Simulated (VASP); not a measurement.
# CuO (P-1) in VASP: notebook

The runs below take CuO through single point, with PBEsol.

Program: VASP 6.6.1. These are calculated values, not measurements. Logs are shortened: lines on timing, memory, paths and dates and some standing lists are left out, and cuts for length are marked.

## 1. The cell of the first run

The typed cell holds 4 atoms: a = 2.880 Å, b = 2.880 Å, c = 5.176 Å, α = 89.81°, β = 89.81°, γ = 89.22°.

## 2. Single point, PBEsol

INCAR reads:

```
SYSTEM = CuO
PREC = Accurate ; ENCUT = 520
EDIFF = 1E-7 ; ISMEAR = -1
SIGMA = 0.05 ; LREAL = .FALSE.
LASPH = .TRUE. ; NELM = 100
ALGO = Fast ; ISIF = 2
LWAVE = .FALSE. ; LCHARG = .FALSE.
GGA = PS ; NBANDS = 25
```

KPOINTS reads:

```
Automatic mesh
0
G
  14 14 8
  0 0 0
```

POSCAR reads:

```
CuO
1.0
    2.8795009639      0.0000000000      0.0000000000
    0.0390727580      2.8792794796      0.0000000000
    0.0174953863      0.0172449008      5.1763391994
Cu O
2 2
Direct
    0.5000000000      0.0000000000      0.5000000000
    0.0000000000      0.5000000000      0.0000000000
    0.0015760300      0.9983282200      0.2501129000
    0.9984239700      0.0016717800      0.7498871000
```

Potentials or basis: VASP PAW PBE potentials, release 64 (Cu, O).

Run with:

```bash
$ cat potpaw_PBE.64/Cu/POTCAR potpaw_PBE.64/O/POTCAR > POTCAR
$ mpirun -np 1 vasp_std > vasp.out
```

OUTCAR:

```text
SYSTEM = CuO
   PREC = Accurate
   ENCUT = 520
   EDIFF = 1E-7
   ISMEAR = -1
   LREAL = .FALSE.
   LASPH = .TRUE.
   NELM = 100
   ISIF = 2
   GGA = PS

 ion  position               nearest neighbor table
   1  0.500  0.000  0.500-   3 1.94   4 1.94   3 1.94   4 1.94
   2  0.000  0.500  0.000-   3 1.94   4 1.94   4 1.94   3 1.94
   3  0.002  0.998  0.250-   1 1.94   1 1.94   2 1.94   2 1.94
   4  0.998  0.002  0.750-   1 1.94   1 1.94   2 1.94   2 1.94

  LATTYP: Found a base centered monoclinic cell.
 ALAT       =    11.1169163425
 B/A-ratio  =     0.3638182808
 C/A-ratio  =     0.4656324948
 COS(beta)  =    -0.9295148209

  Lattice vectors:

 A1 = (   2.8620055776,  -0.0172449008,  -5.1763391994)
 A2 = (   0.0215773717,   2.8620345788,  -5.1763391994)
 A3 = (   0.0174953863,   0.0172449008,   5.1763391994)

Analysis of symmetry for initial positions (statically):
=====================================================================
 Subroutine PRICEL returns:
 Original cell was already a primitive cell.

 Routine SETGRP: Setting up the symmetry group for a
 base centered monoclinic supercell.

 Subroutine GETGRP returns: Found  2 space group operations
 (whereof  2 operations were pure point group operations)
 out of a pool of  4 trial point group operations.

The static configuration has the point symmetry S_2 .

Analysis of symmetry for dynamics (positions and initial velocities):
=====================================================================
 Subroutine PRICEL returns:
 Original cell was already a primitive cell.

 Routine SETGRP: Setting up the symmetry group for a
 base centered monoclinic supercell.

 Subroutine GETGRP returns: Found  2 space group operations
 (whereof  2 operations were pure point group operations)
 out of a pool of  4 trial point group operations.

The dynamic configuration has the point symmetry S_2 .

 Subroutine INISYM returns: Found  2 space group operations
 (whereof  2 operations are pure point group operations),
 and found     1 'primitive' translations

----------------------------------------------------------------------------------------

                                     Primitive cell

  volume of cell :      42.9164

  direct lattice vectors                    reciprocal lattice vectors
     2.879500964  0.000000000  0.000000000     0.347282398 -0.004712735 -0.001158071
     0.039072758  2.879279480  0.000000000     0.000000000  0.347309112 -0.001157055
     0.017495386  0.017244901  5.176339199     0.000000000  0.000000000  0.193186722

  length of vectors
     2.879500964  2.879544582  5.176397491     0.347316304  0.347311040  0.193186722

  position of ions in fractional coordinates (direct lattice)
     0.500000000  0.000000000  0.500000000
     1.000000000  0.500000000  0.000000000
     0.001576030  0.998328220  0.250112900
     0.998423970  0.001671780  0.749887100

  ion indices of the primitive-cell ions
   primitive index   ion index
                 1           1
                 2           2
                 3           3
                 4           4

----------------------------------------------------------------------------------------

 KPOINTS: Automatic mesh

Automatic generation of k-mesh.
 Grid dimensions read from file:
 generate k-points for:   14   14    8

 Generating k-lattice:

  Cartesian coordinates                     Fractional coordinates (reciprocal lattice)
     0.024805886 -0.000336624 -0.000082719     0.071428571 -0.000000000 -0.000000000
     0.000000000  0.024807794 -0.000082647     0.000000000  0.071428571  0.000000000
     0.000000000  0.000000000  0.024148340     0.000000000  0.000000000  0.125000000

  Length of vectors
     0.024808307  0.024807931  0.024148340

  Shift w.r.t. Gamma in fractional coordinates (k-lattice)
     0.000000000  0.000000000  0.000000000

 Subroutine IBZKPT returns following result:
 ===========================================

 Found    788 irreducible k-points:

 Following reciprocal coordinates:
            Coordinates               Weight
  0.000000  0.000000  0.000000      1.000000
  0.071429  0.000000  0.000000      2.000000
  0.000000 -0.071429  0.000000      2.000000
  0.142857 -0.000000  0.000000      2.000000
  0.000000 -0.142857  0.000000      2.000000
  0.214286  0.000000  0.000000      2.000000
[... 16 lines left out ...]
  0.357143  0.071429  0.000000      2.000000
 -0.071429 -0.357143  0.000000      2.000000
 [... further k-points ...]
   k-points           NKPTS =    788   k-points in BZ     NKDIM =    788   number of bands    NBANDS=     25
   number of dos      NEDOS =    301   number of ions     NIONS =      4
   total plane-waves  NPLWV =  23040
   dimension x,y,z NGX =    24 NGY =   24 NGZ =   40
   dimension x,y,z NGXF=    48 NGYF=   48 NGZF=   80
   ions per type =               2   2
   NGX,Y,Z   is equivalent  to a cutoff of  13.86, 13.86, 12.85 a.u.
   NGXF,Y,Z  is equivalent  to a cutoff of  27.71, 27.71, 25.69 a.u.
 SYSTEM =  CuO
   PREC   = accura    normal or accurate (medium, high low for compatibility)
   ISTART =      0    job   : 0-new  1-cont  2-samecut
   ICHARG =      2    charge: 1-file 2-atom 10-const
   ISPIN  =      1    spin polarized calculation?
   LNONCOLLINEAR =      F non collinear calculations
   LSORBIT =      F    spin-orbit coupling
   LASPH  =      T    aspherical Exc in radial PAW
   ENCUT  =  520.0 eV  38.22 Ry    6.18 a.u.   5.35  5.35  9.62*2*pi/ulx,y,z
   NELM   =    100;   NELMIN=  2; NELMDL= -5     # of ELM steps
   EDIFF  = 0.1E-06   stopping-criterion for ELM
   LREAL  =      F    real-space projection
   EDIFFG = 0.1E-05   stopping-criterion for IOM
   NSW    =      0    number of steps for IOM
   IBRION =     -1    ionic relax: 0-MD 1-quasi-New 2-CG
   NFREE  =      0    steps in history (QN), initial steepest desc. (CG)
   ISIF   =      2    stress and relaxation
   ISYM   =      2    0-nonsym 1-usesym 2-fastsym
   POTIM  = 0.5000    time-step for ionic-motion
   TEBEG  =    0.0;   TEEND  =   0.0 temperature during run
   PSTRESS=    0.0 pullay stress
   NELECT =      34.0000    total number of electrons
   NUPDOWN=      -1.0000    fix difference up-down
   EMIN   =  10.00;   EMAX   =-10.00  energy-range for DOS
   EFERMI =   0.00;   METHOD = LEGACY
   ISMEAR =    -1;   SIGMA  =   0.05  broadening in eV -4-tet -1-fermi 0-gaus
   EFERMI_NEDOS =   21; number of points for ismear=-14 and -15
   IALGO  =     68    algorithm
   IMIX   =      4    mixing-type and parameters
     AMIX     =   0.40;   BMIX     =  1.00
     AMIX_MAG =   1.60;   BMIX_MAG =  1.00
  volume/ion in A,a.u.               =      10.73        72.40
  Fermi-wavevector in a.u.,A,eV,Ry     =   1.514816  2.862587 31.220846  2.294667
  Thomas-Fermi vector in A             =   2.624423
   LORBIT       =      0    0 simple, 1 ext, 2 COOP (PROOUT), +10 PAW based schemes
   GGA     = PS    functional components
   LHFCALC =     F    Hartree Fock is set to
   AEXX    =    0.0000 exact exchange contribution
   IVDW    =     0    specifies the selected vdW correction
   LEPSILON=     F    determine dielectric tensor
   LRPA    =     F    only Hartree local field effects (RPA)
 non-spin polarized calculation
 RMM-DIIS sequential band-by-band and
  energy-cutoff  :      520.00
  volume of cell :       42.92
 maximum number of plane-waves:      1177
 NGX is ok and might be reduce to    24
   NGX = 11   NGY = 11   NGZ = 19

 number of electron      33.9999982 magnetization

 Free energy of the ion-electron system (eV)
  ---------------------------------------------------
  ext. energy  EPLUGINS =         0.00000000
  ---------------------------------------------------
  free energy    TOTEN  =       -21.48048392 eV

  energy without entropy =      -21.46056201  energy(sigma->0) =      -21.47052297

 E-fermi :   5.1125     XC(G=0): -11.7792

 val. band max:        5.1111880661   @ k =   0.0000  -0.3571  -0.1250
 cond. band min:       5.1145927674   @ k =   0.4286   0.2857  -0.3750
 fundamental gap:      0.0034047013
 Fermi energy:         5.1124795960

 k-point     1 :       0.0000    0.0000    0.0000
  band No.  band energies     occupation
      1     -14.8453      2.00000
      2     -13.5106      2.00000
      3      -3.3401      2.00000
      4      -0.4762      2.00000
      5      -0.4480      2.00000
      6       1.2118      2.00000
[... 17 lines left out ...]
     24      19.8428      0.00000
     25      20.0829      0.00000

 k-point     2 :       0.0714    0.0000    0.0000
  band No.  band energies     occupation
      1     -14.8150      2.00000
      2     -13.5005      2.00000
      3      -3.2892      2.00000
      4      -0.5051      2.00000
      5      -0.4414      2.00000
      6       0.9358      2.00000
[... 17 lines left out ...]
     24      20.0028      0.00000
     25      20.2290      0.00000

 k-point     3 :       0.0000   -0.0714    0.0000
  band No.  band energies     occupation
      1     -14.8151      2.00000
      2     -13.5005      2.00000
      3      -3.2893      2.00000
      4      -0.4994      2.00000
      5      -0.4474      2.00000
      6       0.9360      2.00000
[... 17 lines left out ...]
     24      20.0862      0.00000
     25      20.2526      0.00000

 k-point     4 :       0.1429   -0.0000    0.0000
  band No.  band energies     occupation
      1     -14.7286      2.00000
      2     -13.4721      2.00000
      3      -3.1436      2.00000
      4      -0.5934      2.00000
      5      -0.4024      2.00000
      6       0.2800      2.00000
[... 17 lines left out ...]
     24      20.1275      0.00000
     25      20.3219      0.00000
[... 477 lines left out ...]
 k-point    22 :      -0.0714   -0.2857    0.0000
  band No.  band energies     occupation
      1     -14.4227      2.00000
      2     -13.3756      2.00000
      3      -2.6177      2.00000
      4      -1.1528      2.00000
      5      -0.7386      2.00000
      6      -0.3156      2.00000
[... 17 lines left out ...]
     24      19.5790      0.00000
     25      19.7818      0.00000

 k-point    23 :       0.3571    0.0714    0.0000
  band No.  band energies     occupation
      1     -14.2815      2.00000
      2     -13.3339      2.00000
      3      -2.3706      2.00000
      4      -1.7245      2.00000
      5      -0.7582      2.00000
      6      -0.2538      2.00000
[... 17 lines left out ...]
     24      19.0606      0.00000
     25      21.1859      0.00000

 k-point    24 :      -0.0714   -0.3571    0.0000
  band No.  band energies     occupation
      1     -14.2821      2.00000
      2     -13.3333      2.00000
      3      -2.3722      2.00000
      4      -1.7225      2.00000
      5      -0.7560      2.00000
      6      -0.2612      2.00000
[... 17 lines left out ...]
     24      19.0568      0.00000
     25      19.7506      0.00000

 [... further k-points ...]

------------------------ aborting loop because EDIFF is reached ----------------------------------------

  FORCE on cell =-STRESS in cart. coord.  units (eV):
  Direction    XX          YY          ZZ          XY          YZ          ZX
  --------------------------------------------------------------------------------------
  -------------------------------------------------------------------------------------
  Total       -0.0514444     -0.0642086     -0.9464964     -0.0205015      0.0003160     -0.0031711
  in kB       -1.9205461     -2.3970650    -35.3350553     -0.7653702      0.0117978     -0.1183845
  external PRESSURE =     -13.2175555 kB  Pullay stress =       0.0000000 kB

 VOLUME and BASIS-vectors are now :
 -----------------------------------------------------------------------------
  energy-cutoff  :      520.00
  volume of cell :       42.92
      direct lattice vectors                 reciprocal lattice vectors
     2.879500964  0.000000000  0.000000000     0.347282398 -0.004712735 -0.001158071
     0.039072758  2.879279480  0.000000000     0.000000000  0.347309112 -0.001157055
     0.017495386  0.017244901  5.176339199     0.000000000  0.000000000  0.193186722

 POSITION                                       TOTAL-FORCE (eV/Angst)
 -----------------------------------------------------------------------------------
      1.44850      0.00862      2.58817         0.000000      0.000000      0.000000
      0.01954      1.43964      0.00000         0.000000      0.000000      0.000000
      0.04792      2.87878      1.29467        -0.004964      0.006503     -0.009365
      2.88815      0.01775      3.88167         0.004964     -0.006503      0.009365
 -----------------------------------------------------------------------------------
    total drift:                                0.000000     -0.000000     -0.000000

  FREE ENERGIE OF THE ION-ELECTRON SYSTEM (eV)
  ---------------------------------------------------
  free  energy   TOTEN  =       -21.4804839226 eV

  energy  without entropy=      -21.4605620120  energy(sigma->0) =      -21.47052297
```

It took 32 min on 1 thread of Oxide Virtual Turin-like, shared host; peak memory 0.69 GiB.

Results:

- Free energy: -21.4805 eV
- Pressure: -1.3 GPa
- Largest force: 0.012 eV/Å
- Band gap on the k mesh: zero (bands 17 and 18 overlap by 1.14 eV)

Forces on the atoms (eV/Å):
```
Cu   0.000  0.000  0.000
Cu   0.000  0.000  0.000
O   -0.005  0.007 -0.009
O    0.005 -0.007  0.009
```

Caveat: the PAW data sets were made with another functional, which shifts forces and pressure a little; semilocal functionals often make such compounds metallic where correlation or magnetic order opens a gap, which also shifts bond lengths. With open d or f shells a metallic result of PBEsol can be an artefact of self-interaction; +U or a hybrid may open a gap.

## 3. Single point, PBEsol

INCAR reads:

```
SYSTEM = CuO
PREC     = Accurate       ! precision mode
ENCUT    = 520            ! plane-wave cutoff, eV
EDIFF    = 1E-6           ! SCF threshold, eV
ISMEAR   = -1             ! smearing method
SIGMA    = 0.1            ! smearing width, eV
LREAL    = .False.        ! projectors in reciprocal space
LASPH    = .True.         ! aspherical terms in the spheres
NELM     = 60             ! most SCF steps
ALGO     = Fast           ! electronic algorithm
ISIF     = 2              ! what is computed and relaxed
LWAVE    = .False.        ! write WAVECAR
LCHARG   = .False.        ! write CHGCAR
GGA      = PS             ! functional
NBANDS   = 25             ! bands
```

KPOINTS reads:

```
Automatic mesh
0
Gamma
  14 14 8
  0 0 0
```

POSCAR is that of step 2.

Potentials or basis: VASP PAW PBE potentials, release 64 (Cu, O).

Run with:

```bash
$ cat potpaw_PBE.64/Cu/POTCAR potpaw_PBE.64/O/POTCAR > POTCAR
$ mpirun -np 1 vasp_std > vasp.out
```

Run time: 27 min. Hardware: 1 thread of Oxide Virtual Turin-like, shared host; peak memory 0.69 GiB.

The run converged. Its results:

| Quantity | Value |
| --- | --- |
| Free energy | -21.5091 eV |
| Pressure | -1.5 GPa |
| Largest force | 0.011 eV/Å |
| Band gap on the k mesh | zero (bands 17 and 18 overlap by 1.14 eV) |

Forces on the atoms (eV/Å):
```
Cu   0.000  0.000  0.000
Cu   0.000  0.000  0.000
O   -0.005  0.007 -0.007
O    0.005 -0.007  0.007
```

Stress tensor (GPa, compression positive):
```
-0.35 -0.08 -0.01
-0.08 -0.44  0.00
-0.01  0.00 -3.62
```

Levels at points of the mesh, in eV from the Fermi level:
| k point | band 15 | band 16 | band 17 | band 18 | band 19 | band 20 |
| --- | --- | --- | --- | --- | --- | --- |
| (0.00, 0.00, 0.00) | -2.35 | -2.05 | 0.66 | 0.69 | 1.44 | 6.07 |
| (0.50, 0.00, 0.00) | -1.61 | -1.52 | 0.21 | 0.45 | 3.41 | 6.00 |
| (0.00, 0.50, 0.00) | -1.61 | -1.52 | 0.21 | 0.45 | 3.41 | 5.99 |
| (0.50, 0.50, 0.00) | -1.65 | -1.19 | -1.18 | 1.18 | 2.04 | 7.07 |
| (0.00, 0.00, 0.50) | -1.56 | -1.55 | 0.08 | 0.08 | 3.52 | 3.53 |
| (0.50, 0.00, 0.50) | -2.06 | -1.87 | -0.13 | 0.68 | 4.16 | 5.94 |
| (0.00, 0.50, 0.50) | -2.05 | -1.87 | -0.13 | 0.68 | 4.17 | 5.93 |
| (0.50, 0.50, 0.50) | -1.42 | -1.42 | -0.49 | -0.49 | 3.90 | 3.90 |

Caveat: the PAW data sets were made with another functional, which shifts forces and pressure a little; semilocal functionals often make such compounds metallic where correlation or magnetic order opens a gap, which also shifts bond lengths. With open d or f shells a metallic result of PBEsol can be an artefact of self-interaction; +U or a hybrid may open a gap.
